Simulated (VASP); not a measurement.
# SiC (P6_3mc) in VASP: notebook, part 2 of 2

VASP 6.6.1. The steps go on from the part before.

## (5) Single point, PBE

This run uses another cell than the first one, of 10.34 Å³/atom.

INCAR reads:

```
  ALGO = Normal
  EDIFF = 1E-7
  ENCUT = 520
  GGA = PE
  ISIF = 2
  ISMEAR = 0
  LASPH = T
  LCHARG = F
  LREAL = F
  LWAVE = F
  NBANDS = 16
  NELM = 80
  PREC = Accurate
  SIGMA = 0.01
```

KPOINTS reads:

```
k-points
0
Gamma
  12 12 4
```

POSCAR reads:

```
SiC
1.0
    3.0760000000      0.0000000000      0.0000000000
   -1.5380000000      2.6638940000      0.0000000000
    0.0000000000      0.0000000000      5.0480000000
Si C
2 2
Direct
    0.3333333333      0.6666666667      0.0000000000
    0.6666666667      0.3333333333      0.5000000000
    0.3333333333      0.6666666667      0.3850000000
    0.6666666667      0.3333333333      0.8850000000
```

On the command line:

```console
$ cat potpaw_PBE.64/Si/POTCAR potpaw_PBE.64/C/POTCAR > POTCAR
$ mpirun -np 1 vasp_std > vasp.out
```

Wall time 17 s (1 thread of Intel Xeon Platinum 8488C (Sapphire Rapids), shared host); peak memory 0.17 GiB.

It converged, with:

- Free energy: -30.0679 eV
- Pressure: 3.6 GPa
- Largest force: 0.752 eV/Å
- Band gap on the k mesh: 2.32 eV (least direct gap 4.08 eV)

Forces on the atoms (eV/Å):
```
Si   0.000  0.000  0.752
Si   0.000  0.000  0.752
C    0.000  0.000 -0.752
C    0.000  0.000 -0.752
```

Stress tensor (GPa, compression positive):
```
5.26 0.00 0.00
0.00 5.26 0.00
0.00 0.00 0.40
```

Levels at points of the mesh, in eV from the valence-band top:
```
           k point  band 5  band 6  band 7  band 8  band 9  band 10  band 11  band 12
(0.00, 0.00, 0.00)   -1.56   -0.28   -0.28    0.00    4.63     6.03     6.51     6.51
(0.50, 0.00, 0.00)   -5.43   -3.54   -3.26   -1.49    2.59     4.20     6.74     7.20
(0.00, 0.00, 0.50)   -0.97   -0.97   -0.97   -0.97    5.71     5.71     7.17     7.17
(0.50, 0.00, 0.50)   -2.69   -2.69   -2.34   -2.34    3.17     3.17     5.00     5.00
```

Caveat: the cell stands under pressure. A k mesh can miss the band edges.

## (6) Single point, PBE

This run uses another cell than the first one, of 11.17 Å³/atom.

INCAR reads:

```
ALGO     = Normal         # electronic algorithm
EDIFF    = 1E-6           # SCF threshold, eV
ENCUT    = 520            # plane-wave cutoff, eV
GGA      = PE             # functional
ISIF     = 2              # what is computed and relaxed
ISMEAR   = 0              # smearing method
LASPH    = T              # aspherical terms in the spheres
LCHARG   = F              # write CHGCAR
LREAL    = F              # projectors in reciprocal space
LWAVE    = F              # write WAVECAR
NBANDS   = 16             # bands
NELM     = 100            # most SCF steps
PREC     = Accurate       # precision mode
SIGMA    = 0.01           # smearing width, eV
```

KPOINTS is that of step 5.

POSCAR reads:

```
SiC
1.0
    3.1559316072      0.0000000000      0.0000000000
   -1.5779658036      2.7331167987      0.0000000000
    0.0000000000      0.0000000000      5.1791751473
Si C
2 2
Direct
    0.3333333333      0.6666666667      0.0000000000
    0.6666666667      0.3333333333      0.5000000000
    0.3333333333      0.6666666667      0.3850000000
    0.6666666667      0.3333333333      0.8850000000
```

Potentials or basis: VASP PAW PBE potentials, release 64 (Si, C).

On the command line:

```console
$ cat potpaw_PBE.64/Si/POTCAR potpaw_PBE.64/C/POTCAR > POTCAR
$ mpirun -np 1 vasp_std > vasp.out
```

Wall time 15 s (1 thread of Intel Xeon Platinum 8488C (Sapphire Rapids), shared host); peak memory 0.17 GiB.

It converged, with:

```
Free energy            : -29.9786 eV
Pressure               : -11.4 GPa
Largest force          : 0.639 eV/Å
Band gap on the k mesh : 2.45 eV (least direct gap 3.92 eV)
```

Forces in eV/Å, atoms in the order of the input:
```
Si   0.000  0.000  0.639
Si   0.000  0.000  0.639
C    0.000  0.000 -0.639
C    0.000  0.000 -0.639
```

Stress tensor (GPa, compression positive):
```
-10.70   0.00   0.00
  0.00 -10.70   0.00
  0.00   0.00 -12.79
```

Levels at points of the mesh, in eV from the valence-band top:
```
           k point  band 6  band 7  band 8  band 9  band 10  band 11
(0.00, 0.00, 0.00)   -0.28   -0.28    0.00    3.97     5.21     6.07
(0.50, 0.00, 0.00)   -3.39   -3.04   -1.47    2.45     4.09     6.15
(0.00, 0.00, 0.50)   -0.95   -0.95   -0.95    5.03     5.03     6.76
(0.50, 0.00, 0.50)   -2.58   -2.26   -2.26    2.99     2.99     4.67
```

Caveat: the cell stands under tension. A k mesh can miss the band edges.

## (7) Single point, PBE

This run uses another cell than the first one, of 11.58 Å³/atom.

INCAR reads:

```
SYSTEM = SiC
  PREC = Accurate
  ENCUT = 520
  EDIFF = 1E-7
  ISMEAR = 0
  SIGMA = 0.01
  LREAL = .FALSE.
  LASPH = .TRUE.
  NELM = 60
  ALGO = Normal
  ISIF = 2
  LWAVE = .FALSE.
  LCHARG = .TRUE.
  GGA = PE
  LELF = .TRUE.
  LVHAR = .TRUE.
  NBANDS = 16
```

KPOINTS reads:

```
regular mesh
0
G
  12 12 4
  0 0 0
```

POSCAR reads:

```
SiC
1.0
    3.1944223715      0.0000000000      0.0000000000
   -1.5972111857      2.7664507766      0.0000000000
    0.0000000000      0.0000000000      5.2423420452
Si C
2 2
Direct
    0.3333333333      0.6666666667      0.0000000000
    0.6666666667      0.3333333333      0.5000000000
    0.3333333333      0.6666666667      0.3850000000
    0.6666666667      0.3333333333      0.8850000000
```

On the command line:

```console
$ cat potpaw_PBE.64/Si/POTCAR potpaw_PBE.64/C/POTCAR > POTCAR
$ mpirun -np 1 vasp_std > vasp.out
```

Run time: 16 s. Hardware: 1 thread of Intel Xeon Platinum 8488C (Sapphire Rapids), shared host; peak memory 0.17 GiB.

It converged, with:

```yaml
Free_energy: -29.8316 eV
Pressure: -17.0 GPa
Largest_force: 0.592 eV/Å
Band_gap_on_the_k_mesh: 2.39 eV (least direct gap 3.67 eV)
```

Forces in eV/Å, atoms in the order of the input:
```
Si   0.000  0.000  0.592
Si   0.000  0.000  0.592
C    0.000  0.000 -0.592
C    0.000  0.000 -0.592
```

Stress tensor (GPa, compression positive):
```
-16.63   0.00   0.00
  0.00 -16.63   0.00
  0.00   0.00 -17.67
```

Levels at points of the mesh, in eV from the valence-band top:
| k point | band 5 | band 6 | band 7 | band 8 | band 9 | band 10 | band 11 | band 12 |
| --- | --- | --- | --- | --- | --- | --- | --- | --- |
| (0.00, 0.00, 0.00) | -1.50 | -0.28 | -0.28 | 0.00 | 3.67 | 4.81 | 5.88 | 5.88 |
| (0.50, 0.00, 0.00) | -5.02 | -3.31 | -2.94 | -1.46 | 2.39 | 4.03 | 5.87 | 6.79 |
| (0.00, 0.00, 0.50) | -0.94 | -0.94 | -0.94 | -0.94 | 4.72 | 4.72 | 6.58 | 6.58 |
| (0.50, 0.00, 0.50) | -2.54 | -2.54 | -2.22 | -2.22 | 2.91 | 2.91 | 4.52 | 4.52 |

Caveat: the cell stands under tension. A k mesh can miss the band edges.

## (8) Summary

```csv
cell,gap on the mesh (eV),pressure (GPa),largest force (eV/Å)
"a = 2.948, b = 2.948, c = 4.837 Å, angles 90.0, 90.0, 120.0°, 4 atoms",2.07,40.6,0.97
"a = 2.992, b = 2.992, c = 4.910 Å, angles 90.0, 90.0, 120.0°, 4 atoms",2.16,25.8,0.89
"a = 3.034, b = 3.034, c = 4.980 Å, angles 90.0, 90.0, 120.0°, 4 atoms",2.25,13.7,0.82
"a = 3.076, b = 3.076, c = 5.048 Å, angles 90.0, 90.0, 120.0°, 4 atoms",2.32,3.6,0.75
"a = 3.156, b = 3.156, c = 5.179 Å, angles 90.0, 90.0, 120.0°, 4 atoms",2.45,-11.4,0.64
"a = 3.194, b = 3.194, c = 5.242 Å, angles 90.0, 90.0, 120.0°, 4 atoms",2.39,-17.0,0.59
```

Alike in all rows: task single point; level PBE; potentials or basis VASP PAW PBE potentials, release 64 (Si, C); no spin polarisation; k mesh 12 × 12 × 4; cutoff (eV) 520; smearing gaussian 0.01 eV.

Caveats: the cell stands under pressure (at least some runs); the cell stands under tension (at least some runs).

Total energies depend on the potentials used, so only differences within one code and one set of settings carry meaning.
